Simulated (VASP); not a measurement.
# W16Cl in VASP: single point with PBE

Aim: the single point of W16Cl with PBE.

All numbers are computed with VASP 6.6.1; they aren't measurements. Logs are shortened: lines on timing, memory, paths and dates and some standing lists are left out, and cuts for length are marked.

## Step 1: The cell of the first run

The cell holds a slab with vacuum, 17 atoms: a = 6.367 Å, b = 6.367 Å, c = 20.143 Å, α = 90.00°, β = 90.00°, γ = 90.00°.

## Step 2: Single point, PBE

The input, INCAR:

```
ALGO = Fast
DIPOL = 0.5 0.5 0.328
EDIFF = 1E-7
ENCUT = 520
GGA = PE
IDIPOL = 3
ISIF = 2
ISMEAR = 0
LASPH = True
LCHARG = True
LDIPOL = True
LELF = True
LREAL = Auto
LVACPOTAV = True
LVHAR = True
LWAVE = False
NBANDS = 130
NELM = 80
PREC = Accurate
SIGMA = 0.1
```

The input, KPOINTS:

```
k-points
0
Gamma
  4 4 1
```

The input, POSCAR:

```
W16Cl
1.0
    6.3673983380      0.0000000000      0.0000000000
    0.0000000000      6.3673983380      0.0000000000
    0.0000000000      0.0000000000     20.1425770443
W Cl
16 1
Direct
    0.2500000000      0.2500000000      0.1985843217
    0.2500000000      0.7500000000      0.1985843217
    0.7500000000      0.2500000000      0.1985843217
    0.7500000000      0.7500000000      0.1985843217
    0.0000000000      0.0000000000      0.2776134142
    0.0000000000      0.5000000000      0.2776134142
    0.5000000000      0.0000000000      0.2776134142
    0.5000000000      0.5000000000      0.2776134142
    0.2500000000      0.2500000000      0.3599451664
    0.2500000000      0.7500000000      0.3599451664
    0.7500000000      0.2500000000      0.3599451664
    0.7500000000      0.7500000000      0.3599451664
    0.0000000000      0.0000000000      0.4290700751
    0.0000000000      0.5000000000      0.4290700751
    0.5000000000      0.0000000000      0.4290700751
    0.5000000000      0.5000000000      0.4290700751
    0.1875000000      0.2500000000      0.5186617642
```

Potentials or basis: VASP PAW PBE potentials, release 64 (W_sv, Cl).

On the command line:

```
> cat potpaw_PBE.64/W_sv/POTCAR potpaw_PBE.64/Cl/POTCAR > POTCAR
> mpirun -np 1 vasp_std > vasp.out
```

OUTCAR:

```text
EDIFF = 1E-7
   ENCUT = 520
   GGA = PE
   ISIF = 2
   ISMEAR = 0
   LASPH = True
   LREAL = Auto
   NELM = 80
   PREC = Accurate

 ion  position               nearest neighbor table
   1  0.250  0.250  0.199-   5 2.76   6 2.76   7 2.76   8 2.76   2 3.18   3 3.18   2 3.18   3 3.18
                             9 3.25
   2  0.250  0.750  0.199-   5 2.76   6 2.76   7 2.76   8 2.76   1 3.18   4 3.18   1 3.18   4 3.18
                            10 3.25
   3  0.750  0.250  0.199-   5 2.76   6 2.76   7 2.76   8 2.76   1 3.18   4 3.18   4 3.18   1 3.18
                            11 3.25
   4  0.750  0.750  0.199-   5 2.76   6 2.76   7 2.76   8 2.76   2 3.18   3 3.18   3 3.18   2 3.18
                            12 3.25
   5  0.000  0.000  0.278-   1 2.76   2 2.76   3 2.76   4 2.76   9 2.80  10 2.80  11 2.80  12 2.80
                            13 3.05   7 3.18   6 3.18   6 3.18   7 3.18
   6  0.000  0.500  0.278-   1 2.76   2 2.76   3 2.76   4 2.76   9 2.80  10 2.80  11 2.80  12 2.80
                            14 3.05   8 3.18   5 3.18   5 3.18   8 3.18
   7  0.500  0.000  0.278-   1 2.76   2 2.76   3 2.76   4 2.76   9 2.80  10 2.80  11 2.80  12 2.80
                            15 3.05   8 3.18   5 3.18   8 3.18   5 3.18
   8  0.500  0.500  0.278-   1 2.76   2 2.76   3 2.76   4 2.76   9 2.80  10 2.80  11 2.80  12 2.80
                            16 3.05   7 3.18   6 3.18   7 3.18   6 3.18
   9  0.250  0.250  0.360-  13 2.65  14 2.65  15 2.65  16 2.65   5 2.80   6 2.80   7 2.80   8 2.80
                            10 3.18  11 3.18  10 3.18  11 3.18   1 3.25
  10  0.250  0.750  0.360-  13 2.65  14 2.65  15 2.65  16 2.65   5 2.80   6 2.80   7 2.80   8 2.80
                             9 3.18  12 3.18   9 3.18  12 3.18   2 3.25
  11  0.750  0.250  0.360-  13 2.65  14 2.65  15 2.65  16 2.65   5 2.80   6 2.80   7 2.80   8 2.80
                             9 3.18  12 3.18  12 3.18   9 3.18   3 3.25
  12  0.750  0.750  0.360-  13 2.65  14 2.65  15 2.65  16 2.65   5 2.80   6 2.80   7 2.80   8 2.80
                            10 3.18  11 3.18  11 3.18  10 3.18   4 3.25
  13  0.000  0.000  0.429-   9 2.65  10 2.65  11 2.65  12 2.65  17 2.69   5 3.05  15 3.18  14 3.18
                            14 3.18  15 3.18
  14  0.000  0.500  0.429-   9 2.65  10 2.65  11 2.65  12 2.65  17 2.69   6 3.05  16 3.18  13 3.18
                            13 3.18  16 3.18
  15  0.500  0.000  0.429-   9 2.65  10 2.65  11 2.65  12 2.65   7 3.05  13 3.18  16 3.18  16 3.18
                            13 3.18
  16  0.500  0.500  0.429-   9 2.65  10 2.65  11 2.65  12 2.65   8 3.05  14 3.18  15 3.18  15 3.18
                            14 3.18
  17  0.188  0.250  0.519-  13 2.69  14 2.69

  LATTYP: Found a simple tetragonal cell.
 ALAT       =     6.3673983380
 C/A-ratio  =     3.1633920127

  Lattice vectors:

 A1 = (   6.3673983380,   0.0000000000,   0.0000000000)
 A2 = (   0.0000000000,   6.3673983380,   0.0000000000)
 A3 = (   0.0000000000,   0.0000000000,  20.1425770443)

Analysis of symmetry for initial positions (statically):
=====================================================================
 Subroutine PRICEL returns:
 Original cell was already a primitive cell.

[... 160 lines left out ...]
  Thomas-Fermi vector in A             =   2.210481
   LORBIT       =      0    0 simple, 1 ext, 2 COOP (PROOUT), +10 PAW based schemes
   GGA     = PE    functional components
   LHFCALC =     F    Hartree Fock is set to
   AEXX    =    0.0000 exact exchange contribution
   IVDW    =     0    specifies the selected vdW correction
   LEPSILON=     F    determine dielectric tensor
   LRPA    =     F    only Hartree local field effects (RPA)
 non-spin polarized calculation
 RMM-DIIS sequential band-by-band and
 Gauss-broadening in eV      SIGMA  =   0.10
  energy-cutoff  :      520.00
  volume of cell :      816.66
 maximum number of plane-waves:     22040
   NGX = 23   NGY = 23   NGZ = 75

 dipolmoment           0.000000      0.000000     -0.165868 electrons x Angstroem

 number of electron     230.9999963 magnetization

 dipolmoment           0.000000      0.000000      0.039996 electrons x Angstroem

 Free energy of the ion-electron system (eV)
  ---------------------------------------------------
  ext. energy  EPLUGINS =         0.00000000
  ---------------------------------------------------
  free energy    TOTEN  =      -190.53909723 eV

  energy without entropy =     -190.42888405  energy(sigma->0) =     -190.48399064

 E-fermi :   0.8723     XC(G=0):  -5.6321

 val. band max:        0.8626396436   @ k =   0.5000   0.5000   0.0000
 cond. band min:       0.8753315417   @ k =   0.5000   0.5000   0.0000
 fundamental gap:      0.0126918981
 Fermi energy:         0.8723468228

 k-point     1 :       0.0000    0.0000    0.0000
  band No.  band energies     occupation
      1     -73.0121      2.00000
      2     -72.9476      2.00000
      3     -72.9462      2.00000
      4     -72.9447      2.00000
      5     -72.9426      2.00000
      6     -72.9307      2.00000
[... 1159 lines left out ...]
    126       2.2734      0.00000
    127       2.2891      0.00000
 [bands above 127 left out]

------------------------ aborting loop because EDIFF is reached ----------------------------------------

  FORCE on cell =-STRESS in cart. coord.  units (eV):
  Direction    XX          YY          ZZ          XY          YZ          ZX
  --------------------------------------------------------------------------------------
  -------------------------------------------------------------------------------------
  Total      -24.1601414    -25.2138605    -10.6025065      0.0000000      0.0000000     -0.0289482
  in kB      -47.3991967    -49.4664626    -20.8008009      0.0000000      0.0000000     -0.0567928
  external PRESSURE =     -39.2221534 kB  Pullay stress =       0.0000000 kB

 VOLUME and BASIS-vectors are now :
 -----------------------------------------------------------------------------
  energy-cutoff  :      520.00
  volume of cell :      816.66
      direct lattice vectors                 reciprocal lattice vectors
     6.367398338  0.000000000  0.000000000     0.157050014  0.000000000  0.000000000
     0.000000000  6.367398338  0.000000000     0.000000000  0.157050014  0.000000000
     0.000000000  0.000000000 20.142577044     0.000000000  0.000000000  0.049646080

 POSITION                                       TOTAL-FORCE (eV/Angst)
 -----------------------------------------------------------------------------------
      1.59185      1.59185      4.00000         0.047382      0.000000      2.118450
      1.59185      4.77555      4.00000        -0.003306      0.000000      1.950363
      4.77555      1.59185      4.00000        -0.006268      0.000000      1.954802
      4.77555      4.77555      4.00000         0.003729      0.000000      2.032069
      0.00000      0.00000      5.59185        -0.061839     -0.056743     -1.952343
      0.00000      3.18370      5.59185        -0.061839      0.056743     -1.952343
[... 9 lines left out ...]
      3.18370      3.18370      8.64258        -0.314252     -0.367449      0.206719
      1.19389      1.59185     10.44718        -0.201467      0.000000      0.010602
 -----------------------------------------------------------------------------------
    total drift:                               -0.000085     -0.000000      0.007406

  FREE ENERGIE OF THE ION-ELECTRON SYSTEM (eV)
  ---------------------------------------------------
  free  energy   TOTEN  =      -190.5390972266 eV

  energy  without entropy=     -190.4288840464  energy(sigma->0) =     -190.48399064

 vacuum level on the upper side and lower side of the slab         5.237         5.058
```

Run time: 45 min. Hardware: 1 thread of Oxide Virtual Turin-like, shared host; peak memory 1 GiB.

Results:

- Free energy: -190.5391 eV
- Largest force: 2.119 eV/Å
- Band gap on the k mesh: zero (an odd number of electrons rules out a gap without spin polarisation)

Forces in eV/Å, atoms in the order of the input:
```
W    0.047  0.000  2.118
W   -0.003  0.000  1.950
W   -0.006  0.000  1.955
W    0.004  0.000  2.032
W   -0.062 -0.057 -1.952
W   -0.062  0.057 -1.952
W    0.027 -0.069 -2.065
W    0.027  0.069 -2.065
W    0.343  0.000 -1.052
W    0.003  0.000 -0.193
W   -0.096  0.000 -0.222
W   -0.477  0.000 -0.317
W    0.543  0.318  0.669
W    0.543 -0.318  0.669
W   -0.314  0.367  0.207
W   -0.314 -0.367  0.207
Cl  -0.201  0.000  0.011
```

Levels at points of the mesh, in eV from the Fermi level:
```
           k point  band 114  band 115  band 116  band 117  band 118  band 119
(0.00, 0.00, 0.00)     -0.15     -0.08      0.38      0.38      0.82      0.84
(0.50, 0.00, 0.00)     -0.12     -0.11     -0.11     -0.02      0.01      0.75
(0.00, 0.50, 0.00)     -0.11     -0.11     -0.04     -0.03      0.13      0.74
(0.50, 0.50, 0.00)     -0.12     -0.06     -0.04     -0.01      0.00      0.04
```

Caveat: spin-orbit coupling is left out, which moves the levels of the heavy elements; an odd number of electrons without spin polarisation forces a metal; a magnetic or distorted state may lie lower.
